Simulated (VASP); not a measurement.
Input of a VASP 6.6.1 run:

File INCAR:

```
  PREC = Accurate
  ENCUT = 520
  EDIFF = 1E-7
  ISMEAR = 0
  SIGMA = 0.01
  LREAL = F
  LASPH = T
  NELM = 80
  ALGO = Normal
  ISIF = 2
  LWAVE = F
  LCHARG = F
  GGA = PE
  NBANDS = 16
```

KPOINTS

```
regular mesh
0
Gamma
  9 9 6
```

Contents of POSCAR:

```
BN
1.0
    2.5286296353      0.0000000000      0.0000000000
   -1.2643148177      2.1898575009      0.0000000000
    0.0000000000      0.0000000000      4.1817529502
B N
2 2
Direct
    0.3333333333      0.6666666667      0.0001896141
    0.6666666667      0.3333333333      0.5001896141
    0.3333333333      0.6666666667      0.3748103859
    0.6666666667      0.3333333333      0.8748103859
```

Potentials or basis: VASP PAW PBE potentials, release 64 (B, N).

Command:

```bash
$ cat potpaw_PBE.64/B/POTCAR potpaw_PBE.64/N/POTCAR > POTCAR
$ mpirun -np 1 vasp_std > vasp.out
```

Q: Predict the pressure.

A: 12.3 GPa.

Q: Estimate the largest force.

A: 0.026 eV/Å.

Q: What does it give for the band gap on the k mesh?

A: 5.16 eV, indirect (least direct gap 8.38 eV).

Stress tensor (GPa, compression positive):
```
12.32  0.00  0.00
 0.00 12.32  0.00
 0.00  0.00 12.41
```

 A k mesh can miss the band edges.
